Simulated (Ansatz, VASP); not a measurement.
This is a calculation of Os for VASP 6.6.1.

POSCAR

```
Os
1.0
    0.0000000000      1.9450000000      1.9450000000
    1.9450000000      0.0000000000      1.9450000000
    1.9450000000      1.9450000000      0.0000000000
Os
1
Direct
    0.0000000000      0.0000000000      0.0000000000
```

The input INCAR.step1:

```
SYSTEM = Os
PREC = Accurate
ENCUT = 520
EDIFF = 1E-5
ISMEAR = -1
SIGMA = 0.05
LREAL = .FALSE.
LASPH = .TRUE.
NELM = 120
ALGO = Normal
ISIF = 2
LWAVE = .TRUE.
LCHARG = .FALSE.
GGA = PE
NBANDS = 10
GGA_COMPAT = .FALSE.
```

File INCAR.step2:

```
SYSTEM = Os
PREC = Accurate
ENCUT = 520
EDIFF = 1E-6
ISMEAR = -1
SIGMA = 0.05
LREAL = .FALSE.
LASPH = .TRUE.
NELM = 120
ALGO = Normal
ISIF = 2
LWAVE = .FALSE.
LCHARG = .FALSE.
GGA = PE
LHFCALC = .TRUE.
AEXX = 0.25
PRECFOCK = Normal
ISTART = 1
NBANDS = 10
GGA_COMPAT = .FALSE.
```

Contents of KPOINTS:

```
Automatic mesh
0
G
  7 7 7
  0 0 0
```

Potentials or basis: VASP PAW PBE potentials, release 64 (Os).

Launch:

```sh
$ cat potpaw_PBE.64/Os/POTCAR > POTCAR
$ cp INCAR.step1 INCAR
$ mpirun -np 1 vasp_std > vasp.out
$ cp INCAR.step2 INCAR
$ mpirun -np 1 vasp_std > vasp.out
```

Set up the same calculation for Ansatz 0.2.0. Potentials there: Ansatz PAW earlier set.

As run (the cutoff follows the program's own potentials):

The input input.yaml:

```yaml
crystal:
  lattice: { a: 3.89, b: 3.89, c: 3.89, alpha: 90.0, beta: 90.0, gamma: 90.0 }
  space_group: 225
  reduce_to_primitive: true
  atoms:
    - { symbol: Os, wyckoff: "4a", position: [0.0, 0.0, 0.0] }
hamiltonian:
  xc: pbe0
  pseudopotentials: { kind: paw, source: ansatz }
kpoints:
  mp_grid: { grid: [7, 7, 7] }
scf:
  occupations: { method: fermi_dirac, width: 0.05 }
output:
  forces: true
  stress: true
  eigenvalues: true
```

Potentials or basis: Ansatz PAW earlier set.

Launch:

```bash
$ ansatz run input.yaml --threads 1 --pin off --max-ram 2560MiB --backend cpu --events-out ev --progress --plain --runs-dir out
```

Both were run:

|  | VASP | Ansatz | Ansatz less VASP |
| --- | --- | --- | --- |
| gap on the k mesh at the Fermi level (eV) | none | none | - |
| pressure (GPa) | -21.3 | -21.4 | -0.09 |

A gap of «none» marks a metal or a gap that the smearing closes. The functional is the same, so the differences come from potentials, cutoffs and numerics. VASP's potentials hold 8 valence electrons a cell and Ansatz's 16, so a difference there can come from the potentials and not from the codes.

The k mesh is coarse, so the values compare programs but aren't converged. Neither program's run includes spin-orbit coupling.
